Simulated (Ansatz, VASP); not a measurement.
**Two plane-wave programs on Tl**

```
Tl
1.0
     4.12334    2.38061    7.65645
    -4.12334    2.38061    7.65645
     0.00000   -4.76123    7.65645
Tl
12
Direct
  0.02712 0.62870 0.02712
  0.02712 0.02712 0.62870
  0.62870 0.02712 0.02712
  0.97288 0.37130 0.97288
  0.37130 0.97288 0.97288
  0.97288 0.97288 0.37130
  0.23379 0.61074 0.23379
  0.23379 0.23379 0.61074
  0.61074 0.23379 0.23379
  0.76621 0.38926 0.76621
  0.38926 0.76621 0.76621
  0.76621 0.76621 0.38926
```

Alike in both runs: functional PBEsol; k mesh 3 × 3 × 3; occupations gaussian, width 0.1 eV; no spin polarisation.

Ansatz relaxed the structure, and its values are those at the end. VASP's run is a single point on that final structure, the one shown.

|  | VASP | Ansatz |
| --- | --- | --- |
| version | VASP 6.6.1 | Ansatz 0.2.0 |
| potentials or method | VASP PAW PBE potentials, release 64 (Tl_d), cutoff 520 eV | scalar-relativistic, plane waves, PAW |
| valence electrons in the cell | 156 | 156 |

|  | VASP | Ansatz | Ansatz less VASP |
| --- | --- | --- | --- |
| gap on the k mesh at the Fermi level (eV) | none | none | - |
| pressure (GPa) | -0.1 | 0.0 | +0.05 |
| rms of the force components (eV/Å) | 0.012 | 0.013 | +0.0008 |

VASP's potentials were made for PBE, not for PBEsol. A gap of «none» marks a metal or a gap that the smearing closes.

Spin-orbit coupling is off throughout.
